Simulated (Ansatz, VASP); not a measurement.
**LiF: VASP beside Ansatz**

Contents of INCAR:

```
ALGO     = Normal         # electronic algorithm
EDIFF    = 1E-6           # SCF threshold, eV
ENCUT    = 520            # plane-wave cutoff, eV
GGA      = PE             # functional
ISIF     = 2              # what is computed and relaxed
ISMEAR   = -1             # smearing method
LASPH    = T              # aspherical terms in the spheres
LCHARG   = F              # write CHGCAR
LREAL    = F              # projectors in reciprocal space
LWAVE    = F              # write WAVECAR
NBANDS   = 12             # bands
NELM     = 60             # most SCF steps
PREC     = Accurate       # precision mode
SIGMA    = 0.03           # smearing width, eV
```

The input KPOINTS:

```
k-points
0
Gamma
  10 10 10
```

The input POSCAR:

```
LiF
1.0
    0.0000000000      1.9798578110      1.9798578110
    1.9798578110      0.0000000000      1.9798578110
    1.9798578110      1.9798578110      0.0000000000
Li F
1 1
Direct
    0.0000000000      0.0000000000      0.0000000000
    0.5000000000      0.5000000000      0.5000000000
```

Input for Ansatz:

```yaml
crystal:
  lattice:
    - [0.0, 1.979857811, 1.979857811]
    - [1.979857811, 0.0, 1.979857811]
    - [1.979857811, 1.979857811, 0.0]
  atoms:
    - { symbol: Li, position: [0.0, 0.0, 0.0] }
    - { symbol: F, position: [0.5, 0.5, 0.5] }
kpoints:
  mp_grid: { grid: [10, 10, 10] }
scf:
  occupations: { method: fermi_dirac, width: 0.03 }
hamiltonian:
  xc: pbe
  pseudopotentials: { kind: all_electron, lapw: { basis_error: 0.001 } }
output:
  forces: true
  stress: true
  eigenvalues: true
```

Change from the starting cell: volume scaled by 0.95.

Alike in both runs: task single point; functional PBE; k mesh 10 × 10 × 10; occupations fermi-dirac, width 0.03 eV; no spin polarisation.

|  | VASP | Ansatz |
| --- | --- | --- |
| version | VASP 6.6.1 | Ansatz 0.2.0 |
| potentials or method | VASP PAW PBE potentials, release 64 (Li_sv, F), cutoff 520 eV | all-electron LAPW, scalar-relativistic |

|  | VASP | Ansatz | Ansatz less VASP |
| --- | --- | --- | --- |
| gap on the k mesh at the Fermi level (eV) | 9.56 | 9.54 | -0.025 |

Ansatz ran all-electron here, and VASP with PAW potentials.

Noted on VASP's run: the cutoff is short for stress, so the pressure is rough.
